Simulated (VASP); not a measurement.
# Pd (P6_3/mmc) in VASP: a series of runs

Runs on Pd. Level: revPBE. Tasks: single point.

Program: VASP 6.6.1. These are calculated values, not measurements. Logs are shortened: lines on timing, memory, paths and dates and some standing lists are left out, and cuts for length are marked.

## Step 1: The cell of the first run

The structure is hexagonal, space group P6_3/mmc (No. 194). Conventional cell: a = 2.786 Å, b = 2.786 Å, c = 4.679 Å, α = 90.00°, β = 90.00°, γ = 120.00°. Pd (site symmetry -6m2) has 12 Pd at 2.79 to 2.84 Å within 3.7 Å.

## Step 2: Single point, revPBE, collinear spin, antiferromagnetic start

Input file INCAR:

```
PREC = Accurate ; ENCUT = 520
EDIFF = 1E-6 ; ISMEAR = -1
SIGMA = 0.05 ; LREAL = F
LASPH = T ; NELM = 150
ALGO = Normal ; ISIF = 2
LWAVE = F ; LCHARG = T
ISPIN = 2 ; MAGMOM = 0.5 -0.5
LORBIT = 11 ; LMAXMIX = 4
GGA = RE ; LELF = T
LVHAR = T ; NBANDS = 21
```

Input file KPOINTS:

```
regular mesh
0
Gamma
  13 13 7
```

Input file POSCAR:

```
Pd
1.0
    2.7861886400      0.0000000000      0.0000000000
   -1.3930943200      2.4129101420      0.0000000000
    0.0000000000      0.0000000000      4.6789703394
Pd
2
Direct
    0.3333333333      0.6666666667      0.2500000000
    0.6666666667      0.3333333333      0.7500000000
```

Potentials or basis: VASP PAW PBE potentials, release 64 (Pd).

The run is started by

```console
$ cat potpaw_PBE.64/Pd/POTCAR > POTCAR
$ mpirun -np 1 vasp_std > vasp.out
```

OUTCAR:

```text
PREC = Accurate
   ENCUT = 520
   EDIFF = 1E-6
   ISMEAR = -1
   LREAL = F
   LASPH = T
   NELM = 150
   ISIF = 2
   ISPIN = 2
   LORBIT = 11
   GGA = RE

 ion  position               nearest neighbor table
   1  0.333  0.667  0.250-   2 2.84   2 2.84   2 2.84   2 2.84   2 2.84   2 2.84
   2  0.667  0.333  0.750-   1 2.84   1 2.84   1 2.84   1 2.84   1 2.84   1 2.84

  LATTYP: Found a hexagonal cell.
 ALAT       =     2.7861886400
 C/A-ratio  =     1.6793444178

  Lattice vectors:

 A1 = (   2.7861886400,   0.0000000000,   0.0000000000)
 A2 = (  -1.3930943200,   2.4129101420,   0.0000000000)
 A3 = (   0.0000000000,   0.0000000000,   4.6789703394)

Analysis of symmetry for initial positions (statically):
=====================================================================
 Subroutine PRICEL returns:
 Original cell was already a primitive cell.

 Routine SETGRP: Setting up the symmetry group for a
 hexagonal supercell.

 Subroutine GETGRP returns: Found 24 space group operations
 (whereof 12 operations were pure point group operations)
 out of a pool of 24 trial point group operations.

The static configuration has the point symmetry D_3d.
 The point group associated with its full space group is D_6h.

Analysis of symmetry for dynamics (positions and initial velocities):
=====================================================================
 Subroutine PRICEL returns:
 Original cell was already a primitive cell.

 Routine SETGRP: Setting up the symmetry group for a
 hexagonal supercell.

 Subroutine GETGRP returns: Found 24 space group operations
 (whereof 12 operations were pure point group operations)
 out of a pool of 24 trial point group operations.

The dynamic configuration has the point symmetry D_3d.
 The point group associated with its full space group is D_6h.

Analysis of structural, dynamic, and magnetic symmetry:
=====================================================================
 Subroutine PRICEL returns:
 Original cell was already a primitive cell.

 Routine SETGRP: Setting up the symmetry group for a
 hexagonal supercell.

 Subroutine GETGRP returns: Found 24 space group operations
 (whereof 12 operations were pure point group operations)
 out of a pool of 24 trial point group operations.

The overall configuration has the point symmetry D_3d.
 The point group associated with its full space group is D_6h.

 Subroutine INISYM returns: Found 24 space group operations
 (whereof 12 operations are pure point group operations),
 and found     1 'primitive' translations

----------------------------------------------------------------------------------------

                                     Primitive cell

  volume of cell :      31.4559

  direct lattice vectors                    reciprocal lattice vectors
     2.786188640  0.000000000  0.000000000     0.358913243  0.207218657  0.000000000
    -1.393094320  2.412910142  0.000000000     0.000000000  0.414437315  0.000000000
     0.000000000  0.000000000  4.678970339     0.000000000  0.000000000  0.213722235

  length of vectors
     2.786188640  2.786188640  4.678970339     0.414437315  0.414437315  0.213722235

  position of ions in fractional coordinates (direct lattice)
     0.333333333  0.666666667  0.250000000
     0.666666667  0.333333333  0.750000000

  ion indices of the primitive-cell ions
   primitive index   ion index
                 1           1
                 2           2

----------------------------------------------------------------------------------------

 KPOINTS: regular mesh

Automatic generation of k-mesh.
 Grid dimensions read from file:
 generate k-points for:   13   13    7

 Generating k-lattice:

  Cartesian coordinates                     Fractional coordinates (reciprocal lattice)
     0.027608711  0.015939897  0.000000000     0.076923077  0.000000000  0.000000000
     0.000000000  0.031879793  0.000000000     0.000000000  0.076923077  0.000000000
     0.000000000  0.000000000  0.030531748     0.000000000  0.000000000  0.142857143

  Length of vectors
     0.031879793  0.031879793  0.030531748

  Shift w.r.t. Gamma in fractional coordinates (k-lattice)
     0.000000000  0.000000000  0.000000000

 Subroutine IBZKPT returns following result:
 ===========================================

 Found     84 irreducible k-points:

 Following reciprocal coordinates:
            Coordinates               Weight
  0.000000  0.000000  0.000000      1.000000
  0.076923 -0.000000  0.000000      6.000000
  0.153846  0.000000  0.000000      6.000000
  0.230769  0.000000  0.000000      6.000000
  0.307692  0.000000  0.000000      6.000000
  0.384615  0.000000  0.000000      6.000000
[... 16 lines left out ...]
  0.076923 -0.000000  0.142857     12.000000
  0.153846  0.000000  0.142857     12.000000
 [... further k-points ...]
   k-points           NKPTS =     84   k-points in BZ     NKDIM =     84   number of bands    NBANDS=     21
   number of dos      NEDOS =    301   number of ions     NIONS =      2
   total plane-waves  NPLWV =  20736
   dimension x,y,z NGX =    24 NGY =   24 NGZ =   36
   dimension x,y,z NGXF=    48 NGYF=   48 NGZF=   72
   ions per type =               2
   NGX,Y,Z   is equivalent  to a cutoff of  14.32, 14.32, 12.79 a.u.
   NGXF,Y,Z  is equivalent  to a cutoff of  28.64, 28.64, 25.58 a.u.
 SYSTEM =  unknown system
   PREC   = accura    normal or accurate (medium, high low for compatibility)
   ISTART =      0    job   : 0-new  1-cont  2-samecut
   ICHARG =      2    charge: 1-file 2-atom 10-const
   ISPIN  =      2    spin polarized calculation?
   LNONCOLLINEAR =      F non collinear calculations
   LSORBIT =      F    spin-orbit coupling
   LASPH  =      T    aspherical Exc in radial PAW
   ENCUT  =  520.0 eV  38.22 Ry    6.18 a.u.   5.18  5.18  8.70*2*pi/ulx,y,z
   NELM   =    150;   NELMIN=  2; NELMDL= -5     # of ELM steps
   EDIFF  = 0.1E-05   stopping-criterion for ELM
   LREAL  =      F    real-space projection
   EDIFFG = 0.1E-04   stopping-criterion for IOM
   NSW    =      0    number of steps for IOM
   IBRION =     -1    ionic relax: 0-MD 1-quasi-New 2-CG
   NFREE  =      0    steps in history (QN), initial steepest desc. (CG)
   ISIF   =      2    stress and relaxation
   ISYM   =      2    0-nonsym 1-usesym 2-fastsym
   POTIM  = 0.5000    time-step for ionic-motion
   TEBEG  =    0.0;   TEEND  =   0.0 temperature during run
   PSTRESS=    0.0 pullay stress
   NELECT =      20.0000    total number of electrons
   NUPDOWN=      -1.0000    fix difference up-down
   EMIN   =  10.00;   EMAX   =-10.00  energy-range for DOS
   EFERMI =   0.00;   METHOD = LEGACY
   ISMEAR =    -1;   SIGMA  =   0.05  broadening in eV -4-tet -1-fermi 0-gaus
   EFERMI_NEDOS =   21; number of points for ismear=-14 and -15
   IALGO  =     38    algorithm
   IMIX   =      4    mixing-type and parameters
     AMIX     =   0.40;   BMIX     =  1.00
     AMIX_MAG =   1.60;   BMIX_MAG =  1.00
  volume/ion in A,a.u.               =      15.73       106.14
  Fermi-wavevector in a.u.,A,eV,Ry     =   1.407724  2.660213 26.962486  1.981687
  Thomas-Fermi vector in A             =   2.529954
   LORBIT       =     11    0 simple, 1 ext, 2 COOP (PROOUT), +10 PAW based schemes
   GGA     = RE    functional components
   LHFCALC =     F    Hartree Fock is set to
   AEXX    =    0.0000 exact exchange contribution
   IVDW    =     0    specifies the selected vdW correction
   LEPSILON=     F    determine dielectric tensor
   LRPA    =     F    only Hartree local field effects (RPA)
 spin polarized calculation
  energy-cutoff  :      520.00
  volume of cell :       31.46
 maximum number of plane-waves:       869
 NGX is ok and might be reduce to    24
   NGX = 11   NGY = 11   NGZ = 17

 number of electron      20.0000010 magnetization      -0.0000000

 number of electron      20.0000010 magnetization       0.0000000

 Free energy of the ion-electron system (eV)
  ---------------------------------------------------
  ext. energy  EPLUGINS =         0.00000000
  ---------------------------------------------------
  free energy    TOTEN  =        -9.45059302 eV

  energy without entropy =       -9.40819681  energy(sigma->0) =       -9.42939491

 E-fermi :   8.8330     XC(G=0): -12.7030

 val. band max:        8.8325874302   @ k =   0.4615   0.0769   0.0000
 cond. band min:       8.8379810319   @ k =   0.4615   0.0769   0.4286
 fundamental gap:      0.0053936018
 Fermi energy:         8.8330332270

 spin component 1

 k-point     1 :       0.0000    0.0000    0.0000
  band No.  band energies     occupation
      1       2.1952      1.00000
      2       4.0012      1.00000
      3       6.1302      1.00000
      4       6.3487      1.00000
      5       6.3487      1.00000
      6       6.6555      1.00000
[... 13 lines left out ...]
     20      32.8831      0.00000
     21      33.1451      0.00000
[... 529 lines left out ...]
 k-point    24 :       0.1538    0.0000    0.1429
  band No.  band energies     occupation
      1       3.0514      1.00000
      2       4.4983      1.00000
      3       5.8752      1.00000
      4       6.2694      1.00000
      5       6.3647      1.00000
      6       6.7265      1.00000
[... 13 lines left out ...]
     20      32.2574      0.00000
     21      32.7842      0.00000

 [... further k-points ...]

 spin component 2

 k-point     1 :       0.0000    0.0000    0.0000
  band No.  band energies     occupation
      1       2.1952      1.00000
      2       4.0012      1.00000
      3       6.1302      1.00000
      4       6.3487      1.00000
      5       6.3487      1.00000
      6       6.6555      1.00000
[... 13 lines left out ...]
     20      32.8831      0.00000
     21      33.1451      0.00000
[... 529 lines left out ...]
 k-point    24 :       0.1538    0.0000    0.1429
  band No.  band energies     occupation
      1       3.0514      1.00000
      2       4.4983      1.00000
      3       5.8752      1.00000
      4       6.2694      1.00000
      5       6.3647      1.00000
      6       6.7265      1.00000
[... 13 lines left out ...]
     20      32.2574      0.00000
     21      32.7842      0.00000

 [... further k-points ...]

------------------------ aborting loop because EDIFF is reached ----------------------------------------

  FORCE on cell =-STRESS in cart. coord.  units (eV):
  Direction    XX          YY          ZZ          XY          YZ          ZX
  --------------------------------------------------------------------------------------
  -------------------------------------------------------------------------------------
  Total       -0.0475211     -0.0475211     -0.0660654      0.0000000     -0.0000000      0.0000000
  in kB       -2.4204464     -2.4204464     -3.3649796      0.0000000     -0.0000000      0.0000000
  external PRESSURE =      -2.7352908 kB  Pullay stress =       0.0000000 kB

 VOLUME and BASIS-vectors are now :
 -----------------------------------------------------------------------------
  energy-cutoff  :      520.00
  volume of cell :       31.46
      direct lattice vectors                 reciprocal lattice vectors
     2.786188640  0.000000000  0.000000000     0.358913243  0.207218657  0.000000000
    -1.393094320  2.412910142  0.000000000     0.000000000  0.414437315  0.000000000
     0.000000000  0.000000000  4.678970339     0.000000000  0.000000000  0.213722235

 POSITION                                       TOTAL-FORCE (eV/Angst)
 -----------------------------------------------------------------------------------
     -0.00000      1.60861      1.16974         0.000000      0.000000      0.000000
      1.39309      0.80430      3.50923        -0.000000      0.000000      0.000000
 -----------------------------------------------------------------------------------
    total drift:                                0.000000     -0.000000      0.000000

  FREE ENERGIE OF THE ION-ELECTRON SYSTEM (eV)
  ---------------------------------------------------
  free  energy   TOTEN  =        -9.4505930169 eV

  energy  without entropy=       -9.4081968057  energy(sigma->0) =       -9.42939491

 total charge

# of ion       s       p       d       tot
------------------------------------------
    1        0.458   0.409   8.459   9.325
    2        0.458   0.409   8.459   9.325
--------------------------------------------------
tot          0.915   0.818  16.917  18.651

 magnetization (x)

# of ion       s       p       d       tot
------------------------------------------
    1       -0.000   0.000  -0.000  -0.000
    2        0.000  -0.000   0.000   0.000
--------------------------------------------------
tot          0.000   0.000   0.000   0.000
```

It took 49 s on 1 thread of Intel Xeon 6975P-C, shared host; peak memory 0.22 GiB.

What came out:

```
Free energy                                           : -9.4506 eV
Pressure                                              : -0.3 GPa
Band gap on the k mesh                                : zero (filled and empty bands overlap)
Net moment                                            : 0.00 μB per cell
Valence electrons inside the program's atomic spheres : Pd 9.32
```

Stress tensor (GPa, compression positive):
```
-0.24  0.00  0.00
 0.00 -0.24  0.00
 0.00  0.00 -0.34
```

Levels at points of the mesh, in eV from the Fermi level:
Spin up:
| k point | band 6 | band 7 | band 8 | band 9 | band 10 | band 11 | band 12 | band 13 | band 14 | band 15 |
| --- | --- | --- | --- | --- | --- | --- | --- | --- | --- | --- |
| (0.00, 0.00, 0.00) | -2.18 | -2.18 | -1.47 | -1.47 | -0.22 | -0.22 | 0.95 | 6.45 | 17.10 | 18.45 |
Spin down:
| k point | band 7 | band 8 | band 9 | band 10 | band 11 | band 12 | band 13 | band 14 |
| --- | --- | --- | --- | --- | --- | --- | --- | --- |
| (0.00, 0.00, 0.00) | -2.18 | -1.47 | -1.47 | -0.22 | -0.22 | 0.95 | 6.45 | 17.10 |

Caveat: the PAW data sets were made with another functional, which shifts forces and pressure a little.

[end of part 1 of 2]
